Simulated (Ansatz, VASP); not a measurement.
## Al in VASP and in Ansatz

Contents of INCAR:

```
SYSTEM = Al
  PREC = Accurate
  ENCUT = 520
  EDIFF = 1E-7
  ISMEAR = 1
  SIGMA = 0.1
  LREAL = .FALSE.
  LASPH = .TRUE.
  NELM = 60
  ALGO = Normal
  ISIF = 2
  LWAVE = .FALSE.
  LCHARG = .FALSE.
  NBANDS = 14
```

The input KPOINTS:

```
Automatic mesh
0
G
  9 9 3
  0 0 0
```

POSCAR

```
Al
1.0
    2.8504423525      0.0000000000      0.0000000000
   -1.4252211762      2.4685554915      0.0000000000
    0.0000000000      0.0000000000      9.2619138110
Al
4
Direct
    0.0000000000      0.0000000000      0.0000000000
    0.3333333333      0.6666666667      0.2500000000
    0.0000000000      0.0000000000      0.5000000000
    0.6666666667      0.3333333333      0.7500000000
```

Input for Ansatz:

```yaml
crystal:
  lattice:
    - [2.850442352478583, 0.0, 0.0]
    - [-1.4252211762392915, 2.46855549151271, 0.0]
    - [0.0, 0.0, 9.26191381100143]
  atoms:
    - { symbol: Al, position: [0.0, 0.0, 0.0] }
    - { symbol: Al, position: [0.3333333333333333, 0.6666666666666666, 0.25] }
    - { symbol: Al, position: [0.0, 0.0, 0.5] }
    - { symbol: Al, position: [0.6666666666666666, 0.3333333333333333, 0.75] }
basis:
  ecutwfc: 500.0
kpoints:
  mp_grid:
    grid: [9, 9, 3]
hamiltonian:
  xc: lda
  pseudopotentials:
    kind: paw
scf:
  occupations:
    method: cold
    width: 0.1
output:
  stress: true
```

Alike in both runs: task single point; functional LDA; k mesh 9 × 9 × 3; no spin polarisation.

```csv
,VASP,Ansatz
version,VASP 6.6.1,Ansatz 0.2.0
potentials or method,"VASP PAW LDA potentials, release 64 (Al), cutoff 520 eV","plane waves, PAW"
occupations,"methfessel-paxton of order 1, width 0.1 eV","cold, width 0.1 eV"
valence electrons in the cell,12,12
```

|  | VASP | Ansatz | Ansatz less VASP |
| --- | --- | --- | --- |
| pressure (GPa) | -2.2 | -2.3 | -0.10 |
| traceless stress, the component that is largest in VASP (GPa) | 2.91 | 3.17 | +0.263 |

LDA's correlation is that of Perdew and Zunger in VASP and of Perdew and Wang (1992) in Ansatz.
